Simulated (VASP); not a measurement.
SnO:

```
CELL_PARAMETERS angstrom
3.81370 0.00000 0.00000
0.00000 3.81370 0.00000
0.00000 0.00000 4.88691
ATOMIC_POSITIONS crystal
Sn 0.50000 0.00000 0.76463
Sn 0.00000 0.50000 0.23537
O 0.00000 0.00000 0.00000
O 0.50000 0.50000 0.00000
```

```yaml
Program: VASP 6.6.1
Task: relaxation of cell and atoms
Functional: PBEsol
Dispersion: D4
Potentials_or_basis: VASP PAW PBE potentials, release 64 (Sn_d, O)
Cutoff: 600 eV
k_mesh: 7 × 7 × 6
Occupations: fermi-dirac, width 0.05 eV
Spin: no spin polarisation
```

At the start: pressure -1.7 GPa; volume 17.77 Å³/atom.

Task: How do energy, volume and symmetry change on relaxing?

Result: Over 10 steps the energy falls by 11.7 meV/atom and the volume is 16.42 Å³/atom (-7.6 %); space group P4/nmm (No. 129, to 0.1 Å) before and after.

The path:
| step | energy change (eV) | largest force (eV/Å) | pressure (GPa) | volume (Å³) |
| --- | --- | --- | --- | --- |
| 1 | 0.0000 | 0.1606 | -1.69 | 71.08 |
| 2 | -0.0124 | 0.4079 | 0.39 | 69.17 |
| 3 | -0.0125 | 0.4331 | 0.61 | 68.98 |
| 4 | -0.0225 | 0.2943 | 0.46 | 68.36 |
| 5 | -0.0345 | 0.0683 | 0.04 | 66.72 |
| 6 | -0.0410 | 0.0544 | -0.02 | 66.42 |
| 7 | -0.0466 | 0.0342 | -0.08 | 65.91 |
| 8 | -0.0470 | 0.0288 | -0.09 | 65.73 |
| 9 | -0.0469 | 0.0265 | 0.18 | 65.63 |
| 10 | -0.0470 | 0.0045 | 0.00 | 65.69 |

Final structure:
```
Sn O
1.0
     3.78035    0.00000    0.00000
     0.00000    3.78035    0.00000
     0.00000    0.00000    4.59626
Sn O
2 2
Direct
  0.50000 0.00000 0.74786
  0.00000 0.50000 0.25214
  0.00000 0.00000 0.00000
  0.50000 0.50000 0.00000
```

Caveat: the PAW data sets were made with another functional, which shifts forces and pressure a little.
